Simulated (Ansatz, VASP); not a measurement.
## AlAs in VASP and in Ansatz

```
As Al
1.0
     4.01255    0.00000    0.00000
    -2.00627    3.47497    0.00000
     0.00000    0.00000   25.64775
As Al
4 4
Direct
  0.00000 0.00000 0.29370
  0.33333 0.66667 0.42133
  0.66667 0.33333 0.54923
  0.00000 0.00000 0.67826
  0.33333 0.66667 0.32188
  0.66667 0.33333 0.45072
  0.00000 0.00000 0.57891
  0.33333 0.66667 0.70597
```

Alike in both runs: functional PBEsol; k mesh 9 × 9 × 1; occupations gaussian, width 0.05 eV; no spin polarisation.

Ansatz relaxed the structure, and its values are those at the end. VASP's run is a single point on that final structure, the one shown.

```csv
,VASP,Ansatz
version,VASP 6.6.1,Ansatz 0.2.0
potentials or method,"VASP PAW PBE potentials, release 64 (As, Al), cutoff 520 eV","scalar-relativistic, plane waves, PAW"
valence electrons in the cell,32,72
```

|  | VASP | Ansatz | Ansatz less VASP |
| --- | --- | --- | --- |
| gap on the k mesh at the Fermi level (eV) | none | none | - |
| rms of the force components (eV/Å) | 0.008 | 0.002 | -0.0060 |

VASP's potentials were made for PBE, not for PBEsol. A gap of «none» marks a metal or a gap that the smearing closes. VASP's potentials hold 32 valence electrons a cell and Ansatz's 72, so a difference there can come from the potentials and not from the codes.
